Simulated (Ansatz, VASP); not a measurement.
# One calculation of MgO, two programs

```
CELL_PARAMETERS angstrom
0.00000 2.16525 2.16525
2.16525 0.00000 2.16525
2.16525 2.16525 0.00000
ATOMIC_POSITIONS crystal
Mg 0.00000 0.00000 0.00000
O 0.50000 0.50000 0.50000
```

Alike in both runs: task single point; functional PBE; k mesh 8 × 8 × 8; occupations fermi-dirac, width 0.0005 eV; no spin polarisation.

|  | VASP | Ansatz |
| --- | --- | --- |
| version | VASP 6.6.1 | Ansatz 0.2.0 |
| potentials or method | VASP PAW PBE potentials, release 64 (Mg_sv, O), cutoff 840 eV | PAW, plane waves, scalar-relativistic |
| valence electrons in the cell | 16 | 16 |

|  | VASP | Ansatz | Ansatz less VASP |
| --- | --- | --- | --- |
| pressure (GPa) | -7.2 | -7.2 | +0.03 |
